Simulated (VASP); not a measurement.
# Cs2Ba (Fm-3m) in VASP: notebook, part 2 of 2

VASP 6.6.1. Earlier steps stand in the parts before.

**3. Single point, PBE**

This run uses another cell than the first one, of 123.16 Å³/atom.

Input file INCAR:

```
PREC     = Accurate       # precision mode
ENCUT    = 520            # plane-wave cutoff, eV
EDIFF    = 1E-6           # SCF threshold, eV
ISMEAR   = 0              # smearing method
SIGMA    = 0.1            # smearing width, eV
LREAL    = False          # projectors in reciprocal space
LASPH    = True           # aspherical terms in the spheres
NELM     = 60             # most SCF steps
ALGO     = Normal         # electronic algorithm
ISIF     = 2              # what is computed and relaxed
LWAVE    = False          # write WAVECAR
LCHARG   = True           # write CHGCAR
GGA      = PE             # functional
LELF     = True           # ELF
LVHAR    = True         
NBANDS   = 21             # bands
```

Input file KPOINTS:

```
Automatic mesh
0
Gamma
  4 4 4
```

Input file POSCAR:

```
Cs2Ba
1.0
    0.0000000000      5.6953163992      5.6953163992
    5.6953163992      0.0000000000      5.6953163992
    5.6953163992      5.6953163992      0.0000000000
Cs Ba
2 1
Direct
    0.7500000000      0.7500000000      0.7500000000
    0.2500000000      0.2500000000      0.2500000000
    0.0000000000      0.0000000000      0.0000000000
```

Potentials or basis: VASP PAW PBE potentials, release 64 (Cs_sv, Ba_sv).

Started as:

```console
> cat potpaw_PBE.64/Cs_sv/POTCAR potpaw_PBE.64/Ba_sv/POTCAR > POTCAR
> mpirun -np 1 vasp_std > vasp.out
```

OUTCAR:

```text
PREC = Accurate
   ENCUT = 520
   EDIFF = 1E-6
   ISMEAR = 0
   LREAL = False
   LASPH = True
   NELM = 60
   ISIF = 2
   GGA = PE

 ion  position               nearest neighbor table
   1  0.750  0.750  0.750-
   2  0.250  0.250  0.250-
   3  0.000  0.000  0.000-

  LATTYP: Found a face centered cubic cell.
 ALAT       =    11.3906327984

  Lattice vectors:

 A1 = (   0.0000000000,   5.6953163992,   5.6953163992)
 A2 = (   5.6953163992,   0.0000000000,   5.6953163992)
 A3 = (   5.6953163992,   5.6953163992,   0.0000000000)

Analysis of symmetry for initial positions (statically):
=====================================================================
 Subroutine PRICEL returns:
 Original cell was already a primitive cell.

 Routine SETGRP: Setting up the symmetry group for a
 face centered cubic supercell.

 Subroutine GETGRP returns: Found 48 space group operations
 (whereof 48 operations were pure point group operations)
 out of a pool of 48 trial point group operations.

The static configuration has the point symmetry O_h .

Analysis of symmetry for dynamics (positions and initial velocities):
=====================================================================
 Subroutine PRICEL returns:
 Original cell was already a primitive cell.

 Routine SETGRP: Setting up the symmetry group for a
 face centered cubic supercell.

 Subroutine GETGRP returns: Found 48 space group operations
 (whereof 48 operations were pure point group operations)
 out of a pool of 48 trial point group operations.

The dynamic configuration has the point symmetry O_h .

 Subroutine INISYM returns: Found 48 space group operations
 (whereof 48 operations are pure point group operations),
 and found     1 'primitive' translations

[... 90 lines left out ...]
   NELECT =      28.0000    total number of electrons
   NUPDOWN=      -1.0000    fix difference up-down
   EMIN   =  10.00;   EMAX   =-10.00  energy-range for DOS
   EFERMI =   0.00;   METHOD = LEGACY
   ISMEAR =     0;   SIGMA  =   0.10  broadening in eV -4-tet -1-fermi 0-gaus
   EFERMI_NEDOS =   21; number of points for ismear=-14 and -15
   IALGO  =     38    algorithm
   IMIX   =      4    mixing-type and parameters
     AMIX     =   0.40;   BMIX     =  1.00
     AMIX_MAG =   1.60;   BMIX_MAG =  1.00
  volume/ion in A,a.u.               =     123.16       831.11
  Fermi-wavevector in a.u.,A,eV,Ry     =   0.692787  1.309177  6.530166  0.479954
  Thomas-Fermi vector in A             =   1.774818
   LORBIT       =      0    0 simple, 1 ext, 2 COOP (PROOUT), +10 PAW based schemes
   GGA     = PE    functional components
   LHFCALC =     F    Hartree Fock is set to
   AEXX    =    0.0000 exact exchange contribution
   IVDW    =     0    specifies the selected vdW correction
   LEPSILON=     F    determine dielectric tensor
   LRPA    =     F    only Hartree local field effects (RPA)
 non-spin polarized calculation
 Gauss-broadening in eV      SIGMA  =   0.10
  energy-cutoff  :      520.00
  volume of cell :      369.47
 maximum number of plane-waves:      9977
   NGX = 29   NGY = 29   NGZ = 29

 number of electron      28.0000003 magnetization

 Free energy of the ion-electron system (eV)
  ---------------------------------------------------
  ext. energy  EPLUGINS =         0.00000000
  ---------------------------------------------------
  free energy    TOTEN  =        -2.43942013 eV

  energy without entropy =       -2.39491910  energy(sigma->0) =       -2.41716962

 E-fermi :   0.1480     XC(G=0):  -5.2554

 val. band max:        0.0479299554   @ k =   0.5000   0.5000   0.0000
 cond. band min:       0.1502821982   @ k =  -0.2500   0.2500   0.0000
 fundamental gap:      0.1023522428
 Fermi energy:         0.1480460172

 k-point     1 :       0.0000    0.0000    0.0000
  band No.  band energies     occupation
      1     -30.2493      2.00000
      2     -23.5192      2.00000
      3     -23.5158      2.00000
      4     -15.3627      2.00000
      5     -15.3627      2.00000
      6     -15.3627      2.00000
[... 181 lines left out ...]
     20       0.9062      0.00000
     21       1.3082      0.00000

------------------------ aborting loop because EDIFF is reached ----------------------------------------

  FORCE on cell =-STRESS in cart. coord.  units (eV):
  Direction    XX          YY          ZZ          XY          YZ          ZX
  --------------------------------------------------------------------------------------
  -------------------------------------------------------------------------------------
  Total        0.0450838      0.0450838      0.0450838      0.0000000      0.0000000      0.0000000
  in kB        0.1955005      0.1955005      0.1955005      0.0000000      0.0000000      0.0000000
  external PRESSURE =       0.1955005 kB  Pullay stress =       0.0000000 kB

 VOLUME and BASIS-vectors are now :
 -----------------------------------------------------------------------------
  energy-cutoff  :      520.00
  volume of cell :      369.47
      direct lattice vectors                 reciprocal lattice vectors
     0.000000000  5.695316399  5.695316399    -0.087791435  0.087791435  0.087791435
     5.695316399  0.000000000  5.695316399     0.087791435 -0.087791435  0.087791435
     5.695316399  5.695316399  0.000000000     0.087791435  0.087791435 -0.087791435

 POSITION                                       TOTAL-FORCE (eV/Angst)
 -----------------------------------------------------------------------------------
      8.54297      8.54297      8.54297        -0.000000     -0.000000     -0.000000
      2.84766      2.84766      2.84766         0.000000      0.000000      0.000000
      0.00000      0.00000      0.00000        -0.000000     -0.000000     -0.000000
 -----------------------------------------------------------------------------------
    total drift:                               -0.000000      0.000000     -0.000000

  FREE ENERGIE OF THE ION-ELECTRON SYSTEM (eV)
  ---------------------------------------------------
  free  energy   TOTEN  =        -2.4394201344 eV

  energy  without entropy=       -2.3949190963  energy(sigma->0) =       -2.41716962
```

OSZICAR:

```text
N       E                     dE             d eps       ncg     rms          rms(c)
DAV:   1     0.231940025684E+03    0.23194E+03   -0.92596E+03   336   0.973E+02
DAV:   2     0.307986872317E+02   -0.20114E+03   -0.19758E+03   458   0.181E+02
DAV:   3    -0.118018886068E+01   -0.31979E+02   -0.31813E+02   411   0.779E+01
DAV:   4    -0.242335617291E+01   -0.12432E+01   -0.12385E+01   530   0.162E+01
DAV:   5    -0.243928508958E+01   -0.15929E-01   -0.15889E-01   410   0.148E+00    0.863E-01
DAV:   6    -0.243599633794E+01    0.32888E-02   -0.18139E-02   493   0.500E-01    0.481E-01
DAV:   7    -0.243855247691E+01   -0.25561E-02   -0.22545E-02   450   0.490E-01    0.998E-02
DAV:   8    -0.243920085901E+01   -0.64838E-03   -0.14025E-03   385   0.141E-01    0.443E-02
DAV:   9    -0.243939429570E+01   -0.19344E-03   -0.55440E-04   440   0.990E-02    0.181E-02
DAV:  10    -0.243940835196E+01   -0.14056E-04   -0.26969E-05   409   0.261E-02    0.639E-03
DAV:  11    -0.243941961876E+01   -0.11267E-04   -0.16103E-05   300   0.144E-02    0.408E-03
DAV:  12    -0.243942013437E+01   -0.51561E-06   -0.64388E-06   403   0.909E-03
   1 F= -.24394201E+01 E0= -.24171696E+01  d E =-.445010E-01
```

stdout:

```text
POSCAR found type information on POSCAR CsBa
 POSCAR found :  2 types and       3 ions
 scaLAPACK will be used
 LDA part: xc-table for (Slater+PW92), standard interpolation
 POSCAR, INCAR and KPOINTS ok, starting setup
 FFT: planning ... GRIDC
 FFT: planning ... GRID_SOFT
 FFT: planning ... GRID
 WAVECAR not read
 entering main loop
```

It took 2 min on 1 thread of Oxide Virtual Turin-like, shared host; peak memory 0.45 GiB.

Results:

```yaml
Free_energy: -2.4394 eV
Pressure: 0.0 GPa
Band_gap_on_the_k_mesh: zero (bands 14 and 15 overlap by 0.63 eV)
```

Levels at points of the mesh, in eV from the Fermi level:
| k point | band 10 | band 11 | band 12 | band 13 | band 14 | band 15 | band 16 | band 17 |
| --- | --- | --- | --- | --- | --- | --- | --- | --- |
| (0.00, 0.00, 0.00) | -10.46 | -10.46 | -10.46 | -1.89 | 0.38 | 0.38 | 0.53 | 0.53 |
| (0.50, 0.00, 0.00) | -10.48 | -10.48 | -10.48 | -1.18 | -0.39 | 0.33 | 0.40 | 0.40 |
| (0.50, 0.50, 0.00) | -10.46 | -10.46 | -10.45 | -0.80 | -0.44 | -0.10 | 0.05 | 0.67 |

Caveat: spin-orbit coupling is left out, which moves the levels of the heavy elements.

The gap in the log of VASP goes by the Fermi energy; the results here count the filled bands.